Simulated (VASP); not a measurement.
## Si3N: single point with PBE+D3(BJ)

Slab: Si3N, a slab with vacuum.

```
CELL_PARAMETERS angstrom
3.83334 0.00000 0.00000
0.00000 5.42117 0.00000
0.00000 0.00000 22.48776
ATOMIC_POSITIONS crystal
Si 0.50000 0.00000 0.17787
Si 0.00000 0.25000 0.17787
Si 0.00000 0.50388 0.26087
Si 0.50000 0.74612 0.26087
Si 0.50000 0.00860 0.34186
Si 0.00000 0.24140 0.34186
N 0.50000 0.34194 0.47972
N 0.50000 0.34194 0.52863
```

```
Program             : VASP 6.6.1
Task                : single point
Functional          : PBE
Dispersion          : D3(BJ)
Potentials or basis : VASP PAW PBE potentials, release 64 (Si, N)
Cutoff              : 520 eV
k mesh              : 7 × 5 × 1
Occupations         : gaussian, width 0.05 eV
Spin                : no spin polarisation
```

```
Largest force              : 2.207 eV/Å
Band gap on the k mesh     : zero (band 17 reaches -1.52 eV, above the bottom of band 18 at -1.81 eV)
Dispersion energy per atom : -0.205 eV
```

Forces on the atoms (eV/Å):
```
Si   0.000  0.553 -0.058
Si   0.000 -0.557 -0.039
Si   0.000 -0.073 -0.013
Si   0.000  0.098  0.007
Si   0.000 -0.023  0.043
Si   0.000 -0.030  0.011
N    0.000  0.040 -2.157
N    0.000 -0.008  2.207
```

Levels at points of the mesh, in eV from the Fermi level:
```
           k point  band 13  band 14  band 15  band 16  band 17  band 18  band 19  band 20  band 21  band 22
(0.00, 0.00, 0.00)    -2.50    -1.22    -0.68    -0.41    -0.31     0.26     1.19     2.08     2.48     2.63
```

It took 3.6 min on 1 thread of Intel(R) Xeon(R) Platinum 8375C CPU @ 2.90GHz (Ice Lake), on a shared host, peak memory 0.54 GiB.

Caveat: the standard files for N, O and F lose accuracy on very short bonds.
